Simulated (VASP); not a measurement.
Rh:

```
CELL_PARAMETERS angstrom
0.00000 1.75690 1.75690
1.75690 0.00000 1.75690
1.75690 1.75690 0.00000
ATOMIC_POSITIONS crystal
Rh 0.00000 0.00000 0.00000
```

Base run:

```yaml
Program: VASP 6.6.1
Functional: LDA
Potentials_or_basis: VASP PAW LDA potentials, release 64 (Rh_pv)
Cutoff: 520 eV
k_mesh: 22 × 22 × 22
Occupations: gaussian, width 0.15 eV
Spin: collinear spin, ferromagnetic start
Starting_moments: "[0.25] μB"
Fixed_moment: 0.25 μB
```

Its results: pressure 106.2 GPa; site moments Rh +0.24 μB.

**Question.** The run is repeated on the same cell with these changes: fixed moment from 0.25 μB to 1 μB; moments at the start from [0.25] to [1.0]. What comes out?

**Answer.** Pressure 118.1 GPa; site moments Rh +0.97 μB.

Caveats: the cell stands under pressure; the total moment is fixed, so each spin has its own Fermi level.
